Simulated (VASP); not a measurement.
NaCl, 2 atoms in the cell. Symmetry: Pm-3m, No. 221, cubic system. The conventional cell has a = 3.502 Å, b = 3.502 Å, c = 3.502 Å, α = 90.00°, β = 90.00°, γ = 90.00°. Within 4.0 Å of Cl (site symmetry m-3m) lie 8 Na at 3.03 Å and 6 Cl at 3.50 Å. Within 4.0 Å of Na (site symmetry m-3m) lie 8 Cl at 3.03 Å and 6 Na at 3.50 Å. 

```yaml
Program: VASP 6.6.1
Task: elastic constants
Functional: PBEsol
Potentials_or_basis: VASP PAW PBE potentials, release 64 (Cl, Na_pv)
Cutoff: 600 eV
k_mesh: 6 × 6 × 6
Occupations: gaussian, width 0.01 eV
Spin: no spin polarisation
Dipole_correction: no
Ions_in_elastic_constants: relaxed
Further_INCAR_settings: ALGO = Normal; EDIFF = 1e-08; IBRION = 6; POTIM = 0.015; NSW = 1; ISIF = 3
```

Potentials or basis: VASP PAW PBE potentials, release 64 (Cl, Na_pv).

Command:

```console
$ cat potpaw_PBE.64/Cl/POTCAR potpaw_PBE.64/Na_pv/POTCAR > POTCAR
$ mpirun -np 1 vasp_std > vasp.out
```

Hardware: 1 thread of AMD EPYC 9R14 (Zen 4) (shared host).

Task: How long does it take, and how much memory?

Result: Wall time 2.6 min on 1 thread of AMD EPYC 9R14 (Zen 4) (shared host), peak memory 0.18 GiB. Counts: scf iterations 174, k points 20.
